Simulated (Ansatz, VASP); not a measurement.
As: VASP beside Ansatz

```xyz
2
Lattice="4.5664 0.0000 0.0000 -2.2832 3.9546 0.0000 0.0000 0.0000 2.8054" Properties=species:S:1:pos:R:3 pbc="T T T"
As    0.0000    2.6364    0.0000
As    2.2832    1.3182    0.0000
```

Alike in both runs: functional PBE; k mesh 6 × 6 × 8; occupations fermi-dirac, width 0.05 eV; no spin polarisation.

```csv
,VASP,Ansatz
version,VASP 6.6.1,Ansatz 0.2.0
potentials or method,"VASP PAW PBE potentials, release 64 (As)",Ansatz PAW
plane-wave cutoff (eV),520,420
valence electrons in the cell,10,30
task,single point,band structure
```

Ansatz gave:

| Property | Result |
| --- | --- |
| gap on the k mesh at the Fermi level (eV) | none |
| pressure (GPa) | 0.1 |
| traceless stress, the component that is largest in VASP (GPa) | -1.93 |

Problem. What did VASP give for the same quantities?

Solution. gap on the k mesh at the Fermi level (eV): none; pressure (GPa): 0.2; traceless stress, the component that is largest in VASP (GPa): -1.97.

A gap of «none» marks a metal or a gap that the smearing closes. The functional is the same, so the differences come from potentials, cutoffs and numerics. VASP's potentials hold 10 valence electrons a cell and Ansatz's 30, so a difference there can come from the potentials and not from the codes.
